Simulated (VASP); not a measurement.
Write the native input for VASP 6.6.1 that does the following.

```
Task                   : single point
Functional             : r2SCAN
Potentials or basis    : VASP PAW PBE potentials, release 64 (Sn_d, Se)
Cutoff                 : 520 eV
k mesh                 : 6 × 6 × 6
Occupations            : fermi-dirac, width 0.02 eV
Spin                   : no spin polarisation
Dipole correction      : no
Further INCAR settings : ALGO = Normal; EDIFF = 1e-07; NBANDS = 17
```

SnSe:

```xyz
2
Lattice="0.0000 3.0610 3.0610 3.0610 0.0000 3.0610 3.0610 3.0610 0.0000" Properties=species:S:1:pos:R:3 pbc="T T T"
Sn    0.0000    0.0000    0.0000
Se    3.0610    3.0610    3.0610
```

This cell differs from its parent crystal: volume changed by +6%.

One way to write it, as run:

POSCAR

```
SnSe
1.0
    0.0000000000      3.0609930725      3.0609930725
    3.0609930725      0.0000000000      3.0609930725
    3.0609930725      3.0609930725      0.0000000000
Sn Se
1 1
Direct
    0.0000000000      0.0000000000      0.0000000000
    0.5000000000      0.5000000000      0.5000000000
```

INCAR.step1

```
PREC = Accurate ; ENCUT = 520
ISMEAR = -1 ; SIGMA = 0.02
LREAL = F ; LASPH = T
NELM = 60 ; NBANDS = 17
GGA = PE ; ALGO = Normal
EDIFF = 1E-4 ; LWAVE = T
LCHARG = F
```

INCAR.step2

```
PREC = Accurate ; ENCUT = 520
EDIFF = 1E-7 ; ISMEAR = -1
SIGMA = 0.02 ; LREAL = F
LASPH = T ; NELM = 60
ALGO = Normal ; ISIF = 2
LWAVE = F ; LCHARG = T
METAGGA = R2SCAN ; LMIXTAU = T
LELF = T ; LVHAR = T
NBANDS = 17 ; ISTART = 1
```

KPOINTS

```
regular mesh
0
Gamma
  6 6 6
```

Potentials or basis: VASP PAW PBE potentials, release 64 (Sn_d, Se).

Launch:

```sh
$ cat potpaw_PBE.64/Sn_d/POTCAR potpaw_PBE.64/Se/POTCAR > POTCAR
$ cp INCAR.step1 INCAR
$ mpirun -np 1 vasp_std > vasp.out
$ cp INCAR.step2 INCAR
$ mpirun -np 1 vasp_std > vasp.out
```

It gave:

```
Pressure               : -2.8 GPa
Band gap on the k mesh : 0.23 eV, direct
```

Caveat: the PAW data sets were made with another functional, which shifts forces and pressure a little; spin-orbit coupling is left out, which moves the levels of the heavy elements.

Run time: 53 s on 1 thread of Intel Xeon 6975P-C, with other jobs on the host, peak memory 0.19 GiB.
